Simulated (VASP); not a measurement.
# CuO (C2/c) in VASP: a series of runs

Aim: see how the results for CuO move with the level of theory and the settings. Levels: PBEsol+D4, PBE+D3(BJ). Tasks: single point.

All numbers are computed with VASP 6.6.1; they aren't measurements. Logs are shortened: lines on timing, memory, paths and dates and some standing lists are left out, and cuts for length are marked.

## Step 1: The cell of the first run

It takes space group C2/c (No. 15, monoclinic). Conventional cell: a = 4.776 Å, b = 3.490 Å, c = 5.229 Å, α = 90.00°, β = 99.54°, γ = 90.00°. Cu (site symmetry -1) has 4 O at 1.99 to 2.00 Å within 2.6 Å. Within 2.7 Å of O (site symmetry 2) lie 4 Cu at 1.99 to 2.00 Å and 2 O at 2.68 Å.

## Step 2: Single point, PBEsol+D4

File INCAR:

```
SYSTEM = CuO
  PREC = Accurate
  ENCUT = 820
  EDIFF = 1E-6
  ISMEAR = -1
  SIGMA = 0.05
  LREAL = .FALSE.
  LASPH = .TRUE.
  NELM = 120
  ALGO = Normal
  ISIF = 2
  LWAVE = .FALSE.
  LCHARG = .FALSE.
  GGA = PS
  IVDW = 13
  NBANDS = 33
  GGA_COMPAT = .FALSE.
```

File KPOINTS:

```
Automatic mesh
0
G
  10 10 5
  0 0 0
```

File POSCAR:

```
CuO
1.0
    2.3877802882     -1.7448634230      0.0000000000
    2.3877802882      1.7448634230      0.0000000000
   -0.8666988638      0.0000000000      5.1570684890
Cu O
2 2
Direct
    0.5000000000      0.0000000000      0.5000000000
    0.0000000000      0.5000000000      0.0000000000
    0.4184000000      0.5816000000      0.7500000000
    0.5816000000      0.4184000000      0.2500000000
```

Potentials or basis: VASP PAW PBE potentials, release 64 (Cu_sv_GW, O).

Run with:

```sh
$ cat potpaw_PBE.64/Cu_sv_GW/POTCAR potpaw_PBE.64/O/POTCAR > POTCAR
$ mpirun -np 1 vasp_std > vasp.out
```

OUTCAR:

```text
SYSTEM = CuO
   PREC = Accurate
   ENCUT = 820
   EDIFF = 1E-6
   ISMEAR = -1
   LREAL = .FALSE.
   LASPH = .TRUE.
   NELM = 120
   ISIF = 2
   GGA = PS
   IVDW = 13

 ion  position               nearest neighbor table
   1  0.500  0.000  0.500-   3 1.99   4 1.99   4 2.00   3 2.00
   2  0.000  0.500  0.000-   4 1.99   3 1.99   4 2.00   3 2.00
   3  0.418  0.582  0.750-   2 1.99   1 1.99   2 2.00   1 2.00
   4  0.582  0.418  0.250-   1 1.99   2 1.99   2 2.00   1 2.00

  LATTYP: Found a base centered monoclinic cell.
 ALAT       =     4.7755605764
 B/A-ratio  =     0.7307470589
 C/A-ratio  =     1.0950317057
 COS(beta)  =    -0.1657361228

  Lattice vectors:

 A1 = (   2.3877802882,  -1.7448634230,   0.0000000000)
 A2 = (   2.3877802882,   1.7448634230,   0.0000000000)
 A3 = (  -0.8666988638,   0.0000000000,   5.1570684890)

Analysis of symmetry for initial positions (statically):
=====================================================================
 Subroutine PRICEL returns:
 Original cell was already a primitive cell.

 Routine SETGRP: Setting up the symmetry group for a
 base centered monoclinic supercell.

 Subroutine GETGRP returns: Found  4 space group operations
 (whereof  2 operations were pure point group operations)
 out of a pool of  4 trial point group operations.

The static configuration has the point symmetry S_2 .
 The point group associated with its full space group is C_2h.

Analysis of symmetry for dynamics (positions and initial velocities):
=====================================================================
 Subroutine PRICEL returns:
 Original cell was already a primitive cell.

 Routine SETGRP: Setting up the symmetry group for a
 base centered monoclinic supercell.

 Subroutine GETGRP returns: Found  4 space group operations
 (whereof  2 operations were pure point group operations)
 out of a pool of  4 trial point group operations.

The dynamic configuration has the point symmetry S_2 .
 The point group associated with its full space group is C_2h.

 Subroutine INISYM returns: Found  4 space group operations
 (whereof  2 operations are pure point group operations),
 and found     1 'primitive' translations

----------------------------------------------------------------------------------------

                                     Primitive cell

  volume of cell :      42.9723

  direct lattice vectors                    reciprocal lattice vectors
     2.387780288 -1.744863423  0.000000000     0.209399501 -0.286555379  0.035191759
     2.387780288  1.744863423  0.000000000     0.209399501  0.286555379  0.035191759
    -0.866698864  0.000000000  5.157068489     0.000000000  0.000000000  0.193908613

  length of vectors
     2.957370973  2.957370973  5.229390244     0.356651926  0.356651926  0.193908613

  position of ions in fractional coordinates (direct lattice)
     0.500000000  0.000000000  0.500000000
     0.000000000  0.500000000  0.000000000
     0.418400000  0.581600000  0.750000000
     0.581600000  0.418400000  0.250000000

  ion indices of the primitive-cell ions
   primitive index   ion index
                 1           1
                 2           2
                 3           3
                 4           4

----------------------------------------------------------------------------------------

 KPOINTS: Automatic mesh

Automatic generation of k-mesh.
 Grid dimensions read from file:
 generate k-points for:   10   10    5

 Generating k-lattice:

  Cartesian coordinates                     Fractional coordinates (reciprocal lattice)
     0.020939950 -0.028655538  0.003519176     0.100000000  0.000000000  0.000000000
     0.020939950  0.028655538  0.003519176     0.000000000  0.100000000  0.000000000
     0.000000000  0.000000000  0.038781723     0.000000000  0.000000000  0.200000000

  Length of vectors
     0.035665193  0.035665193  0.038781723

  Shift w.r.t. Gamma in fractional coordinates (k-lattice)
     0.000000000  0.000000000  0.000000000

 Subroutine IBZKPT returns following result:
 ===========================================

 Found    141 irreducible k-points:

 Following reciprocal coordinates:
            Coordinates               Weight
  0.000000  0.000000  0.000000      1.000000
  0.100000 -0.000000 -0.000000      4.000000
  0.200000 -0.000000 -0.000000      4.000000
  0.300000 -0.000000 -0.000000      4.000000
  0.400000  0.000000 -0.000000      4.000000
  0.500000 -0.000000 -0.000000      2.000000
[... 16 lines left out ...]
  0.300000  0.300000 -0.000000      2.000000
  0.400000  0.300000 -0.000000      4.000000
 [... further k-points ...]
   k-points           NKPTS =    141   k-points in BZ     NKDIM =    141   number of bands    NBANDS=     33
   number of dos      NEDOS =    301   number of ions     NIONS =      4
   total plane-waves  NPLWV =  39200
   dimension x,y,z NGX =    28 NGY =   28 NGZ =   50
   dimension x,y,z NGXF=    56 NGYF=   56 NGZF=  100
   ions per type =               2   2
   NGX,Y,Z   is equivalent  to a cutoff of  15.74, 15.74, 15.90 a.u.
   NGXF,Y,Z  is equivalent  to a cutoff of  31.48, 31.48, 31.79 a.u.
 SYSTEM =  CuO
   PREC   = accura    normal or accurate (medium, high low for compatibility)
   ISTART =      0    job   : 0-new  1-cont  2-samecut
   ICHARG =      2    charge: 1-file 2-atom 10-const
   ISPIN  =      1    spin polarized calculation?
   LNONCOLLINEAR =      F non collinear calculations
   LSORBIT =      F    spin-orbit coupling
   LASPH  =      T    aspherical Exc in radial PAW
   ENCUT  =  820.0 eV  60.27 Ry    7.76 a.u.   6.91  6.91 12.21*2*pi/ulx,y,z
   NELM   =    120;   NELMIN=  2; NELMDL= -5     # of ELM steps
   EDIFF  = 0.1E-05   stopping-criterion for ELM
   LREAL  =      F    real-space projection
   EDIFFG = 0.1E-04   stopping-criterion for IOM
   NSW    =      0    number of steps for IOM
   IBRION =     -1    ionic relax: 0-MD 1-quasi-New 2-CG
   NFREE  =      0    steps in history (QN), initial steepest desc. (CG)
   ISIF   =      2    stress and relaxation
   ISYM   =      2    0-nonsym 1-usesym 2-fastsym
   POTIM  = 0.5000    time-step for ionic-motion
   TEBEG  =    0.0;   TEEND  =   0.0 temperature during run
   PSTRESS=    0.0 pullay stress
   NELECT =      50.0000    total number of electrons
   NUPDOWN=      -1.0000    fix difference up-down
   EMIN   =  10.00;   EMAX   =-10.00  energy-range for DOS
   EFERMI =   0.00;   METHOD = LEGACY
   ISMEAR =    -1;   SIGMA  =   0.05  broadening in eV -4-tet -1-fermi 0-gaus
   EFERMI_NEDOS =   21; number of points for ismear=-14 and -15
   IALGO  =     38    algorithm
   IMIX   =      4    mixing-type and parameters
     AMIX     =   0.40;   BMIX     =  1.00
     AMIX_MAG =   1.60;   BMIX_MAG =  1.00
  volume/ion in A,a.u.               =      10.74        72.50
  Fermi-wavevector in a.u.,A,eV,Ry     =   1.721876  3.253874 40.339339  2.964858
  Thomas-Fermi vector in A             =   2.798046
   LORBIT       =      0    0 simple, 1 ext, 2 COOP (PROOUT), +10 PAW based schemes
   GGA     = PS    functional components
   LHFCALC =     F    Hartree Fock is set to
   AEXX    =    0.0000 exact exchange contribution
   IVDW    =    13    specifies the selected vdW correction
   LEPSILON=     F    determine dielectric tensor
   LRPA    =     F    only Hartree local field effects (RPA)
 non-spin polarized calculation
  energy-cutoff  :      820.00
  volume of cell :       42.97
 maximum number of plane-waves:      2313
   NGX = 13   NGY = 13   NGZ = 25

 number of electron      49.9999995 magnetization

 Free energy of the ion-electron system (eV)
  ---------------------------------------------------
  ext. energy  EPLUGINS =         0.00000000
  ---------------------------------------------------
  free energy    TOTEN  =       -21.42175754 eV

  energy without entropy =      -21.40161959  energy(sigma->0) =      -21.41168857

 E-fermi :   4.8065     XC(G=0): -12.2078

 val. band max:        4.8043825845   @ k =   0.5000  -0.0000  -0.0000
 cond. band min:       4.8150665848   @ k =   0.3000   0.2000   0.4000
 fundamental gap:      0.0106840003
 Fermi energy:         4.8065069004

 k-point     1 :       0.0000    0.0000    0.0000
  band No.  band energies     occupation
      1    -107.2702      2.00000
      2    -107.2697      2.00000
      3     -64.9485      2.00000
      4     -64.9484      2.00000
      5     -64.9181      2.00000
      6     -64.9115      2.00000
[... 25 lines left out ...]
     32      20.7349      0.00000
     33      21.1150      0.00000

 k-point     2 :       0.1000   -0.0000   -0.0000
  band No.  band energies     occupation
      1    -107.2701      2.00000
      2    -107.2697      2.00000
      3     -64.9494      2.00000
      4     -64.9485      2.00000
      5     -64.9180      2.00000
      6     -64.9116      2.00000
[... 25 lines left out ...]
     32      20.1633      0.00000
     33      21.1998      0.00000

 k-point     3 :       0.2000   -0.0000   -0.0000
  band No.  band energies     occupation
      1    -107.2699      2.00000
      2    -107.2696      2.00000
      3     -64.9519      2.00000
      4     -64.9485      2.00000
      5     -64.9174      2.00000
      6     -64.9121      2.00000
[... 25 lines left out ...]
     32      19.3536      0.00000
     33      20.6775      0.00000

 k-point     4 :       0.3000   -0.0000   -0.0000
  band No.  band energies     occupation
      1    -107.2697      2.00000
      2    -107.2695      2.00000
      3     -64.9550      2.00000
      4     -64.9486      2.00000
      5     -64.9167      2.00000
      6     -64.9128      2.00000
[... 673 lines left out ...]
     32      18.0840      0.00000
     33      18.1737      0.00000

 k-point    23 :       0.3000    0.3000   -0.0000
  band No.  band energies     occupation
      1    -107.2696      2.00000
      2    -107.2692      2.00000
      3     -64.9559      2.00000
      4     -64.9539      2.00000
      5     -64.9174      2.00000
      6     -64.9122      2.00000
[... 25 lines left out ...]
     32      18.7710      0.00000
     33      19.2334      0.00000

 k-point    24 :       0.4000    0.3000   -0.0000
  band No.  band energies     occupation
      1    -107.2693      2.00000
      2    -107.2690      2.00000
      3     -64.9577      2.00000
      4     -64.9544      2.00000
      5     -64.9171      2.00000
      6     -64.9124      2.00000
[... 25 lines left out ...]
     32      17.5842      0.00000
     33      18.7992      0.00000

 [... further k-points ...]

------------------------ aborting loop because EDIFF is reached ----------------------------------------

  DFT-D4 for vdW energy calculation

  Edisp (eV):   -0.68821

  FORCE on cell =-STRESS in cart. coord.  units (eV):
  Direction    XX          YY          ZZ          XY          YZ          ZX
  --------------------------------------------------------------------------------------
  -------------------------------------------------------------------------------------
  Total      -4.14271    -2.73023    -4.83365     0.00000     0.00000     0.18599
  in kB    -154.45654  -101.79364  -180.21748     0.00000     0.00000     6.93435
  external pressure =     -145.49 kB  Pullay stress =        0.00 kB

 VOLUME and BASIS-vectors are now :
 -----------------------------------------------------------------------------
  energy-cutoff  :      820.00
  volume of cell :       42.97
      direct lattice vectors                 reciprocal lattice vectors
     2.387780288 -1.744863423  0.000000000     0.209399501 -0.286555379  0.035191759
     2.387780288  1.744863423  0.000000000     0.209399501  0.286555379  0.035191759
    -0.866698864  0.000000000  5.157068489     0.000000000  0.000000000  0.193908613

 POSITION                                       TOTAL-FORCE (eV/Angst)
 -----------------------------------------------------------------------------------
      0.76054     -0.87243      2.57853         0.000000     -0.000000      0.000000
      1.19389      0.87243      0.00000         0.000000     -0.000000      0.000000
      1.73776      0.28476      3.86780        -0.000000     -0.512962      0.000000
      2.17111     -0.28476      1.28927        -0.000000      0.512962      0.000000
 -----------------------------------------------------------------------------------
    total drift:                                0.000000      0.000000      0.000000

  FREE ENERGIE OF THE ION-ELECTRON SYSTEM (eV)
  ---------------------------------------------------
  free  energy   TOTEN  =       -22.1099627093 eV

  energy  without entropy=      -22.0898247589  energy(sigma->0) =      -22.09989373
```

Wall time 6.2 min (1 thread of Intel Xeon Platinum 8259CL at 2.50GHz (Skylake/Cascade Lake), shared host); peak memory 0.48 GiB.

What came out:

```
Free energy                : -22.1100 eV
Pressure                   : -14.5 GPa
Largest force              : 0.513 eV/Å
Band gap on the k mesh     : zero (bands 25 and 26 overlap by 0.60 eV)
Dispersion energy per atom : -0.172 eV
```

Forces in eV/Å, atoms in the order of the input:
```
Cu   0.000  0.000  0.000
Cu   0.000  0.000  0.000
O    0.000 -0.513  0.000
O    0.000  0.513  0.000
```

Stress tensor (GPa, compression positive):
```
-15.45   0.00   0.69
  0.00 -10.18   0.00
  0.69   0.00 -18.02
```

Caveat: the stress differs along the axes, from -18 to -10 GPa; the PAW data sets were made with another functional, which shifts forces and pressure a little; semilocal functionals often make such compounds metallic where correlation or magnetic order opens a gap, which also shifts bond lengths.

## Step 3: Single point, PBE+D3(BJ)

File INCAR:

```
SYSTEM = CuO
ALGO = Normal
EDIFF = 1E-6
ENCUT = 820
GGA = PE
GGA_COMPAT = .FALSE.
ISIF = 2
ISMEAR = -1
IVDW = 12
LASPH = .TRUE.
LCHARG = .TRUE.
LELF = .TRUE.
LREAL = .FALSE.
LVHAR = .TRUE.
LWAVE = .FALSE.
NBANDS = 33
NELM = 120
PREC = Accurate
SIGMA = 0.05
```

File KPOINTS:

```
k-points
0
G
  10 10 5
  0 0 0
```

POSCAR is that of step 2.

Potentials or basis: VASP PAW PBE potentials, release 64 (Cu_sv_GW, O).

Run with:

```sh
$ cat potpaw_PBE.64/Cu_sv_GW/POTCAR potpaw_PBE.64/O/POTCAR > POTCAR
$ mpirun -np 1 vasp_std > vasp.out
```

It took 4.9 min on 1 thread of Intel Xeon Platinum 8488C (Sapphire Rapids), shared host; peak memory 0.48 GiB.

Results (log left out):

* Free energy: -20.7768 eV
* Pressure: -8.8 GPa
* Largest force: 0.422 eV/Å
* Band gap on the k mesh: zero (bands 25 and 26 overlap by 0.59 eV)
* Dispersion energy per atom: -0.266 eV

Forces in eV/Å, atoms in the order of the input:
```
Cu   0.000  0.000  0.000
Cu   0.000  0.000  0.000
O    0.000 -0.422  0.000
O    0.000  0.422  0.000
```

Stress tensor (GPa, compression positive):
```
 -9.57   0.00   0.12
  0.00  -5.53   0.00
  0.12   0.00 -11.33
```

Levels at points of the mesh, in eV from the Fermi level:
| k point | band 21 | band 22 | band 23 | band 24 | band 25 | band 26 | band 27 | band 28 | band 29 | band 30 |
| --- | --- | --- | --- | --- | --- | --- | --- | --- | --- | --- |
| (0.00, 0.00, 0.00) | -2.20 | -2.05 | -2.00 | -1.55 | 0.20 | 0.89 | 1.49 | 5.93 | 7.77 | 13.07 |
| (0.50, 0.00, 0.00) | -1.90 | -1.48 | -1.39 | -1.32 | 0.00 | 0.26 | 4.83 | 6.02 | 6.65 | 10.76 |
| (0.50, 0.50, 0.00) | -1.98 | -1.96 | -1.60 | -1.14 | -0.62 | 1.00 | 3.45 | 6.82 | 8.36 | 9.52 |

Caveat: the stress differs along the axes, from -11 to -6 GPa; semilocal functionals often make such compounds metallic where correlation or magnetic order opens a gap, which also shifts bond lengths.
